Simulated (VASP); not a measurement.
Here is a VASP 6.6.1 calculation.

Contents of POSCAR:

```
MoSe2
1.0
    3.2509401308      0.0000000000      0.0000000000
   -1.6254700654      2.8153967394      0.0000000000
    0.0000000000      0.0000000000     12.6129395793
Mo Se
2 4
Direct
    0.3333333333      0.6666666667      0.2500000000
    0.6666666667      0.3333333333      0.7500000000
    0.3333333333      0.6666666667      0.6199825994
    0.6666666667      0.3333333333      0.1199825994
    0.3333333333      0.6666666667      0.8800174006
    0.6666666667      0.3333333333      0.3800174006
```

Contents of INCAR.step1:

```
SYSTEM = MoSe2
ALGO     = Normal         ! electronic algorithm
EDIFF    = 1E-5           ! SCF threshold, eV
EDIFFG   = -0.005         ! ionic threshold
ENCUT    = 550            ! plane-wave cutoff, eV
GGA      = PE             ! functional
GGA_COMPAT= .FALSE.      
IBRION   = 2              ! ionic algorithm
ISIF     = 3              ! what is computed and relaxed
ISMEAR   = 0              ! smearing method
LASPH    = .TRUE.         ! aspherical terms in the spheres
LCHARG   = .FALSE.        ! write CHGCAR
LREAL    = .FALSE.        ! projectors in reciprocal space
LWAVE    = .TRUE.         ! write WAVECAR
NELM     = 120            ! most SCF steps
NELMIN   = 4            
NSW      = 100            ! ionic steps
PREC     = Accurate       ! precision mode
SIGMA    = 0.02           ! smearing width, eV
```

INCAR.step2

```
SYSTEM = MoSe2
ALGO     = Normal         ! electronic algorithm
EDIFF    = 1E-7           ! SCF threshold, eV
EDIFFG   = -0.01          ! ionic threshold
ENCUT    = 550            ! plane-wave cutoff, eV
GGA_COMPAT= .FALSE.      
IBRION   = 2              ! ionic algorithm
ISIF     = 4              ! what is computed and relaxed
ISMEAR   = 0              ! smearing method
ISTART   = 1            
IVDW     = 12             ! dispersion correction
LASPH    = .TRUE.         ! aspherical terms in the spheres
LCHARG   = .FALSE.        ! write CHGCAR
LMIXTAU  = .TRUE.       
LREAL    = .FALSE.        ! projectors in reciprocal space
LWAVE    = .FALSE.        ! write WAVECAR
METAGGA  = R2SCAN         ! meta-GGA
NELM     = 120            ! most SCF steps
NELMIN   = 4            
NSW      = 50             ! ionic steps
PREC     = Accurate       ! precision mode
SIGMA    = 0.02           ! smearing width, eV
VDW_A1   = 0.49484001   
VDW_A2   = 5.73083694   
VDW_S6   = 1.0          
VDW_S8   = 0.78981345
```

The input KPOINTS:

```
k-points
0
G
  9 9 2
  0 0 0
```

Potentials or basis: VASP PAW PBE potentials, release 64 (Mo_sv, Se).

Launch:

```sh
$ cat potpaw_PBE.64/Mo_sv/POTCAR potpaw_PBE.64/Se/POTCAR > POTCAR
$ cp INCAR.step1 INCAR
$ mpirun -np 1 vasp_std > vasp.out
$ cp INCAR.step2 INCAR
$ mpirun -np 1 vasp_std > vasp.out
```

**Question.** Estimate the band gap on the k mesh.

**Answer.** 0.87 eV (least direct gap 1.57 eV).

**Question.** What does it give for the dispersion energy per atom?

**Answer.** -0.232 eV.

The path:
```tsv
step	energy change (eV)	largest force (eV/Å)	pressure (GPa)	volume (Å³)
1	0.0000	0.5506	6.54	115.44
2	-0.0247	0.0390	4.04	115.44
3	-0.0255	0.0500	4.41	115.44
4	-0.0337	0.0259	3.97	115.44
5	-0.0357	0.0051	3.63	115.44
```

Caveat: the PAW data sets were made with another functional, which shifts forces and pressure a little. A k mesh can miss the band edges.
